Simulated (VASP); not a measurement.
Set up this calculation in VASP 6.6.1, as the native input.

| Item | Value |
| --- | --- |
| Task | single point |
| Functional | BLYP |
| Potentials or basis | VASP PAW PBE potentials, release 64 (H) |
| Cutoff | 500 eV |
| k mesh | 8 × 8 × 22 |
| Occupations | gaussian, width 0.1 eV |
| Spin | no spin polarisation |
| Dipole correction | no |
| Further INCAR settings | ALGO = Normal; EDIFF = 1e-06; NBANDS = 6 |

The structure of H lies in POSCAR:

```
H
1.0
    2.6496387389      0.0000000000      0.0000000000
    0.0000000000      2.6496387389      0.0000000000
    0.0000000000      0.0000000000      0.9804929200
H
1
Direct
    0.0000000000      0.0000000000      0.5000000000
```

These files were run (other wordings do the same):

INCAR

```
SYSTEM = H
  PREC = Accurate
  ENCUT = 500
  EDIFF = 1E-6
  ISMEAR = 0
  SIGMA = 0.1
  LREAL = .False.
  LASPH = .True.
  NELM = 120
  ALGO = Normal
  ISIF = 2
  LWAVE = .False.
  LCHARG = .False.
  GGA = B5
  ALDAX = 1.0
  AGGAX = 1.0
  AGGAC = 1.0
  ALDAC = 0.0
  NBANDS = 6
  GGA_COMPAT = .False.
```

KPOINTS

```
regular mesh
0
Gamma
  8 8 22
  0 0 0
```

Potentials or basis: VASP PAW PBE potentials, release 64 (H).

The run is started by

```sh
$ cat potpaw_PBE.64/H/POTCAR > POTCAR
$ mpirun -np 1 vasp_std > vasp.out
```

Results of the run:

```yaml
Pressure: 1.6 GPa
Band_gap_on_the_k_mesh: zero (an odd number of electrons rules out a gap without spin polarisation)
```

Caveat: the PAW data sets were made with another functional, which shifts forces and pressure a little.

It took 14 s on 1 thread of Intel Xeon 8259CL, with other jobs on the host, peak memory 0.11 GiB.
